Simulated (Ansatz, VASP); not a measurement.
## Two plane-wave programs on Si5F

```
Si F
1.0
     4.46504    0.00000    0.00000
    -2.23252    3.86683    0.00000
     0.00000    0.00000    4.79318
Si F
5 1
Cartesian
  -0.7407 1.2829 0.0000
  1.4918 2.5839 0.0000
  1.4813 0.0000 0.0000
  2.2325 1.2889 2.3966
  0.0000 2.5779 2.3966
  0.0000 0.0000 2.3966
```

Change from the starting cell: species swapped into the MgCd5 type (P-62m, No. 189).

Alike in both runs: task relaxation of cell and atoms; functional PBE; k mesh 6 × 6 × 4; occupations gaussian, width 0.1 eV; no spin polarisation.

|  | VASP | Ansatz |
| --- | --- | --- |
| version | VASP 6.6.1 | Ansatz 0.2.0 |
| potentials or method | VASP PAW PBE potentials, release 64 (Si, F), cutoff 600 eV | scalar-relativistic, plane waves, PAW |
| valence electrons in the cell | 27 | 27 |

|  | VASP | Ansatz | Ansatz less VASP |
| --- | --- | --- | --- |
| gap on the k mesh at the Fermi level, each at its own relaxed structure (eV) | none | none | - |
| relaxed volume (Å³/atom) | 14.30 | 14.20 | -0.101 |
| relaxed cell length with the largest relative difference (Å) | 4.683 | 4.664 | -0.0187 |

A gap of «none» marks a metal or a gap that the smearing closes.
